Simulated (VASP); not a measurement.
Here is a VASP 6.6.1 calculation.

INCAR

```
PREC = Accurate ; ENCUT = 520
EDIFF = 1E-6 ; ISMEAR = -1
SIGMA = 0.06122561905347299 ; LREAL = F
LASPH = T ; NELM = 80
ALGO = Normal ; ISIF = 2
LWAVE = F ; LCHARG = T
GGA = PE ; LELF = T
LVHAR = T ; NBANDS = 47
```

The input KPOINTS:

```
Automatic mesh
0
Gamma
  7 7 7
```

The input POSCAR:

```
Mg2O5
1.0
    5.0730894730      0.0000000000      0.0000000000
    0.0000000000      5.0730894730      0.0000000000
    0.0000000000      0.0000000000      5.0730894730
Mg O
4 10
Direct
    0.0000000000      0.0000000000      0.0000000000
    0.5000000000      0.5000000000      0.0000000000
    0.5000000000      0.0000000000      0.5000000000
    0.0000000000      0.5000000000      0.5000000000
    0.5000000000      0.0000000000      0.0000000000
    0.0000000000      0.5000000000      0.0000000000
    0.0000000000      0.0000000000      0.5000000000
    0.5000000000      0.5000000000      0.5000000000
    0.7500000000      0.7500000000      0.2500000000
    0.7500000000      0.2500000000      0.7500000000
    0.2500000000      0.7500000000      0.7500000000
    0.7500000000      0.2500000000      0.2500000000
    0.2500000000      0.7500000000      0.2500000000
    0.2500000000      0.2500000000      0.7500000000
```

Potentials or basis: VASP PAW PBE potentials, release 64 (Mg, O).

Command:

```bash
$ cat potpaw_PBE.64/Mg/POTCAR potpaw_PBE.64/O/POTCAR > POTCAR
$ mpirun -np 1 vasp_std > vasp.out
```

(1) What does it give for the pressure?

(2) Estimate the band gap on the k mesh.

## Answers

(1) 7.7 GPa.

(2) zero (bands 34 and 35 overlap by 0.28 eV).

Caveat: the cell stands under pressure; semilocal functionals underestimate gaps, so a narrow gap can read as zero.
